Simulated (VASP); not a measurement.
# GaP (F-43m) in VASP: settings compared

GaP is run at these levels: LDA, PBEsol+D3(BJ), PBE; tasks: single point.

Program: VASP 6.6.1. These are calculated values, not measurements. Logs are shortened: lines on timing, memory, paths and dates and some standing lists are left out, and cuts for length are marked.

**The experiment to reproduce.**

From “Stacking defects in GaP nanowires: Electronic structure and optical properties”, 2018, arxiv:1810.01194, for a bulk crystal of GaP at 10 K: band gap 2.34 eV (indirect).

How close the calculation comes is told below.

## (1) The cell of the first run

Symmetry: F-43m, No. 216, cubic system. Conventional cell: a = 5.451 Å, b = 5.451 Å, c = 5.451 Å, α = 90.00°, β = 90.00°, γ = 90.00°. Ga (site symmetry -43m) has 4 P at 2.36 Å within 3.1 Å. Within 3.1 Å of P (site symmetry -43m) lie 4 Ga at 2.36 Å.

## (2) Single point, LDA, non-collinear spin, zero start, spin-orbit coupling

Input file INCAR:

```
ALGO = Normal
EDIFF = 1E-6
ENCUT = 520
GGA = CA
GGA_COMPAT = F
ISIF = 2
ISMEAR = -1
LASPH = T
LCHARG = F
LORBIT = 11
LORBMOM = T
LREAL = F
LSORBIT = T
LWAVE = F
MAGMOM = 0 0 0 0 0 0
NBANDS = 30
NELM = 150
PREC = Accurate
SIGMA = 0.05
```

Input file KPOINTS:

```
k-points
0
Gamma
  6 6 6
```

Input file POSCAR:

```
GaP
1.0
    0.0000000000      2.7252500000      2.7252500000
    2.7252500000      0.0000000000      2.7252500000
    2.7252500000      2.7252500000      0.0000000000
Ga P
1 1
Direct
    0.0000000000      0.0000000000      0.0000000000
    0.7500000000      0.7500000000      0.7500000000
```

Potentials or basis: VASP PAW LDA potentials, release 64 (Ga_d, P).

Started as:

```bash
$ cat potpaw_LDA.64/Ga_d/POTCAR potpaw_LDA.64/P/POTCAR > POTCAR
$ mpirun -np 1 vasp_ncl > vasp.out
```

OUTCAR:

```text
EDIFF = 1E-6
   ENCUT = 520
   GGA = CA
   ISIF = 2
   ISMEAR = -1
   LASPH = T
   LORBIT = 11
   LREAL = F
   LSORBIT = T
   NELM = 150
   PREC = Accurate

 ion  position               nearest neighbor table
   1  0.000  0.000  0.000-   2 2.36   2 2.36   2 2.36   2 2.36
   2  0.750  0.750  0.750-   1 2.36   1 2.36   1 2.36   1 2.36

  LATTYP: Found a face centered cubic cell.
 ALAT       =     5.4505000000

  Lattice vectors:

 A1 = (   0.0000000000,   2.7252500000,   2.7252500000)
 A2 = (   2.7252500000,   0.0000000000,   2.7252500000)
 A3 = (   2.7252500000,   2.7252500000,   0.0000000000)

Analysis of symmetry for initial positions (statically):
[... 5 lines left out ...]
 face centered cubic supercell.

 Subroutine GETGRP returns: Found 24 space group operations
 (whereof 24 operations were pure point group operations)
 out of a pool of 48 trial point group operations.

The static configuration has the point symmetry T_d .

Analysis of symmetry for dynamics (positions and initial velocities):
[... 5 lines left out ...]
 face centered cubic supercell.

 Subroutine GETGRP returns: Found 24 space group operations
 (whereof 24 operations were pure point group operations)
 out of a pool of 48 trial point group operations.

The dynamic configuration has the point symmetry T_d .

Analysis of structural, dynamic, and magnetic symmetry:
=====================================================================
 Subroutine PRICEL returns:
 Original cell was already a primitive cell.

 Routine SETGRP: Setting up the symmetry group for a
 face centered cubic supercell.

 Subroutine GETGRP returns: Found 24 space group operations
 (whereof 24 operations were pure point group operations)
 out of a pool of 48 trial point group operations.

The overall configuration has the point symmetry T_d .

 Subroutine INISYM returns: Found 24 space group operations
 (whereof 24 operations are pure point group operations),
 and found     1 'primitive' translations

----------------------------------------------------------------------------------------

                                     Primitive cell

  volume of cell :      40.4808

  direct lattice vectors                    reciprocal lattice vectors
     0.000000000  2.725250000  2.725250000    -0.183469406  0.183469406  0.183469406
     2.725250000  0.000000000  2.725250000     0.183469406 -0.183469406  0.183469406
     2.725250000  2.725250000  0.000000000     0.183469406  0.183469406 -0.183469406

  length of vectors
     3.854085511  3.854085511  3.854085511     0.317778334  0.317778334  0.317778334

  position of ions in fractional coordinates (direct lattice)
     0.000000000  0.000000000  0.000000000
     0.750000000  0.750000000  0.750000000

  ion indices of the primitive-cell ions
   primitive index   ion index
                 1           1
                 2           2

----------------------------------------------------------------------------------------

 KPOINTS: k-points

Automatic generation of k-mesh.
 Grid dimensions read from file:
 generate k-points for:    6    6    6

 Generating k-lattice:

  Cartesian coordinates                     Fractional coordinates (reciprocal lattice)
    -0.030578234  0.030578234  0.030578234     0.166666667  0.000000000  0.000000000
     0.030578234 -0.030578234  0.030578234     0.000000000  0.166666667  0.000000000
     0.030578234  0.030578234 -0.030578234     0.000000000  0.000000000  0.166666667

  Length of vectors
     0.052963056  0.052963056  0.052963056

  Shift w.r.t. Gamma in fractional coordinates (k-lattice)
     0.000000000  0.000000000  0.000000000

 Subroutine IBZKPT returns following result:
 ===========================================

 Found     22 irreducible k-points:

[... 77 lines left out ...]
   NGX = 15   NGY = 15   NGZ = 15

 number of electron      17.9999989 magnetization      -0.0000000      0.0000000     -0.0000000

 number of electron      17.9999989 magnetization       0.0000000      0.0000000      0.0000000

 number of electron      17.9999989 magnetization      -0.0000000     -0.0000000     -0.0000000

 number of electron      17.9999989 magnetization       0.0000000     -0.0000000      0.0000000

 Free energy of the ion-electron system (eV)
  ---------------------------------------------------
  ext. energy  EPLUGINS =         0.00000000
  ---------------------------------------------------
  free energy    TOTEN  =       -10.43144472 eV

  energy without entropy =      -10.43144469  energy(sigma->0) =      -10.43144471

 E-fermi :   5.2444     XC(G=0): -10.1624

 val. band max:        4.5404035707   @ k =   0.0000   0.0000   0.0000
 cond. band min:       6.0023036277   @ k =   0.5000   0.5000   0.0000
 fundamental gap:      1.4619000570
 Fermi energy:         5.2443721489

 k-point     1 :       0.0000    0.0000    0.0000
  band No.  band energies     occupation
      1     -10.4388      1.00000
      2     -10.4388      1.00000
      3     -10.4388      1.00000
      4     -10.4388      1.00000
      5     -10.0193      1.00000
      6     -10.0193      1.00000
[... 715 lines left out ...]
     29      16.3353      0.00000
     30      16.4017      0.00000

------------------------ aborting loop because EDIFF is reached ----------------------------------------

  FORCE on cell =-STRESS in cart. coord.  units (eV):
  Direction    XX          YY          ZZ          XY          YZ          ZX
  --------------------------------------------------------------------------------------
  -------------------------------------------------------------------------------------
  Total       -0.6907944     -0.6907944     -0.6907944      0.0000000      0.0000000     -0.0000000
  in kB      -27.3407465    -27.3407465    -27.3407465      0.0000000      0.0000000     -0.0000000
  external PRESSURE =     -27.3407465 kB  Pullay stress =       0.0000000 kB

 VOLUME and BASIS-vectors are now :
 -----------------------------------------------------------------------------
  energy-cutoff  :      520.00
  volume of cell :       40.48
      direct lattice vectors                 reciprocal lattice vectors
     0.000000000  2.725250000  2.725250000    -0.183469406  0.183469406  0.183469406
     2.725250000  0.000000000  2.725250000     0.183469406 -0.183469406  0.183469406
     2.725250000  2.725250000  0.000000000     0.183469406  0.183469406 -0.183469406

 POSITION                                       TOTAL-FORCE (eV/Angst)
 -----------------------------------------------------------------------------------
      0.00000      0.00000      0.00000        -0.000000     -0.000000     -0.000000
      4.08788      4.08788      4.08788         0.000000      0.000000      0.000000
 -----------------------------------------------------------------------------------
    total drift:                               -0.000000     -0.000000     -0.000000

  FREE ENERGIE OF THE ION-ELECTRON SYSTEM (eV)
  ---------------------------------------------------
  free  energy   TOTEN  =       -10.4314447187 eV

  energy  without entropy=      -10.4314446940  energy(sigma->0) =      -10.43144471

 orbital moment (x)

 # of ion     p       d       tot
 ----------------------------------------
  1        -0.000   0.000  -0.000
  2         0.000   0.000   0.000
 ----------------------------------------
           -0.000   0.000   0.000

 orbital moment (y)

 # of ion     p       d       tot
 ----------------------------------------
  1        -0.000  -0.000  -0.000
  2         0.000   0.000   0.000
 ----------------------------------------
            0.000  -0.000   0.000

 orbital moment (z)

 # of ion     p       d       tot
 ----------------------------------------
  1         0.000   0.000   0.000
  2         0.000   0.000   0.000
 ----------------------------------------
            0.000   0.000   0.000

 Spin-Orbit-Coupling matrix elements

 Ion:    1  E_soc:     -0.0122781
 l=   1
     0.0000000    -0.0011769    -0.0011769
    -0.0011769     0.0000000    -0.0011769
    -0.0011769    -0.0011769     0.0000000
 l=   2
     0.0000000    -0.0001773     0.0000000    -0.0001773    -0.0006921
    -0.0001773     0.0000000    -0.0005190    -0.0001773    -0.0001730
     0.0000000    -0.0005190     0.0000000    -0.0005190     0.0000000
    -0.0001773    -0.0001773    -0.0005190     0.0000000    -0.0001730
    -0.0006921    -0.0001730     0.0000000    -0.0001730     0.0000000
 l=   3
     0.0000000     0.0000000     0.0000000     0.0000000     0.0000000     0.0000000     0.0000000
     0.0000000     0.0000000     0.0000000     0.0000000     0.0000000     0.0000000     0.0000000
     0.0000000     0.0000000     0.0000000     0.0000000     0.0000000     0.0000000     0.0000000
     0.0000000     0.0000000     0.0000000     0.0000000     0.0000000     0.0000000     0.0000000
     0.0000000     0.0000000     0.0000000     0.0000000     0.0000000     0.0000000     0.0000000
     0.0000000     0.0000000     0.0000000     0.0000000     0.0000000     0.0000000     0.0000000
     0.0000000     0.0000000     0.0000000     0.0000000     0.0000000     0.0000000     0.0000000

 Ion:    2  E_soc:     -0.0009376
 l=   1
     0.0000000    -0.0001563    -0.0001563
    -0.0001563     0.0000000    -0.0001563
    -0.0001563    -0.0001563     0.0000000
 l=   2
     0.0000000     0.0000000     0.0000000     0.0000000     0.0000000
     0.0000000     0.0000000     0.0000000     0.0000000     0.0000000
     0.0000000     0.0000000     0.0000000     0.0000000     0.0000000
     0.0000000     0.0000000     0.0000000     0.0000000     0.0000000
     0.0000000     0.0000000     0.0000000     0.0000000     0.0000000
 l=   3
     0.0000000     0.0000000     0.0000000     0.0000000     0.0000000     0.0000000     0.0000000
     0.0000000     0.0000000     0.0000000     0.0000000     0.0000000     0.0000000     0.0000000
     0.0000000     0.0000000     0.0000000     0.0000000     0.0000000     0.0000000     0.0000000
     0.0000000     0.0000000     0.0000000     0.0000000     0.0000000     0.0000000     0.0000000
     0.0000000     0.0000000     0.0000000     0.0000000     0.0000000     0.0000000     0.0000000
     0.0000000     0.0000000     0.0000000     0.0000000     0.0000000     0.0000000     0.0000000
     0.0000000     0.0000000     0.0000000     0.0000000     0.0000000     0.0000000     0.0000000

 total charge

# of ion       s       p       d       tot
------------------------------------------
    1        0.873   0.861  10.011  11.744
    2        1.022   1.517   0.000   2.539
--------------------------------------------------
tot          1.895   2.378  10.011  14.283

 magnetization (x)

# of ion       s       p       d       tot
------------------------------------------
    1       -0.000  -0.000  -0.000  -0.000
    2        0.000  -0.000   0.000  -0.000
--------------------------------------------------
tot         -0.000  -0.000  -0.000  -0.000

 magnetization (y)

# of ion       s       p       d       tot
------------------------------------------
    1       -0.000   0.000   0.000   0.000
    2        0.000  -0.000   0.000  -0.000
--------------------------------------------------
tot         -0.000   0.000   0.000  -0.000

 magnetization (z)

# of ion       s       p       d       tot
------------------------------------------
    1       -0.000   0.000  -0.000  -0.000
    2        0.000   0.000   0.000   0.000
--------------------------------------------------
tot          0.000   0.000  -0.000   0.000
```

Wall time 2.7 min (1 thread of AMD EPYC 7R13, shared host); peak memory 0.21 GiB.

What came out:

- Free energy: -10.4314 eV
- Pressure: -2.7 GPa
- Net moment: 0.00 μB per cell
- Valence electrons inside the program's atomic spheres: Ga 11.74; P 2.54

Moments on the atoms (μB; x, y, z):
```
Ga  0.00 0.00 0.00
P   0.00 0.00 0.00
```

## (3) Single point, LDA, non-collinear spin, zero start, spin-orbit coupling

This run uses another cell than the first one, of 21.45 Å³/atom, 1.060 times its volume.

Input file INCAR:

```
PREC     = Accurate       # precision mode
ENCUT    = 520            # plane-wave cutoff, eV
EDIFF    = 1E-6           # SCF threshold, eV
ISMEAR   = -1             # smearing method
SIGMA    = 0.05           # smearing width, eV
LREAL    = False          # projectors in reciprocal space
LASPH    = True           # aspherical terms in the spheres
NELM     = 150            # most SCF steps
ALGO     = Normal         # electronic algorithm
ISIF     = 2              # what is computed and relaxed
LWAVE    = False          # write WAVECAR
LCHARG   = False          # write CHGCAR
MAGMOM   = 0 0 0 0 0 0    # initial moments
LORBIT   = 11             # projections on sites
LSORBIT  = True           # spin-orbit coupling
GGA_COMPAT= False        
LORBMOM  = True         
GGA      = CA             # functional
NBANDS   = 30             # bands
```

Input file KPOINTS:

```
regular mesh
0
Gamma
  8 8 8
```

Input file POSCAR:

```
GaP
1.0
    0.0000000000      2.7786998443      2.7786998443
    2.7786998443      0.0000000000      2.7786998443
    2.7786998443      2.7786998443      0.0000000000
Ga P
1 1
Direct
    0.0000000000      0.0000000000      0.0000000000
    0.7500000000      0.7500000000      0.7500000000
```

Potentials or basis: VASP PAW LDA potentials, release 64 (Ga_d, P).

Started as:

```bash
$ cat potpaw_LDA.64/Ga_d/POTCAR potpaw_LDA.64/P/POTCAR > POTCAR
$ mpirun -np 1 vasp_ncl > vasp.out
```

Run time: 4.5 min. Hardware: 1 thread of Intel Xeon 8259CL, shared host; peak memory 0.27 GiB.

It converged, with:

```
Free energy                                           : -10.3751 eV
Pressure                                              : -6.7 GPa
Net moment                                            : 0.00 μB per cell
Valence electrons inside the program's atomic spheres : Ga 11.67; P 2.51
```

Moments on the atoms (μB; x, y, z):
```
Ga  0.00 0.00 0.00
P   0.00 0.00 0.00
```

[end of part 1 of 2]
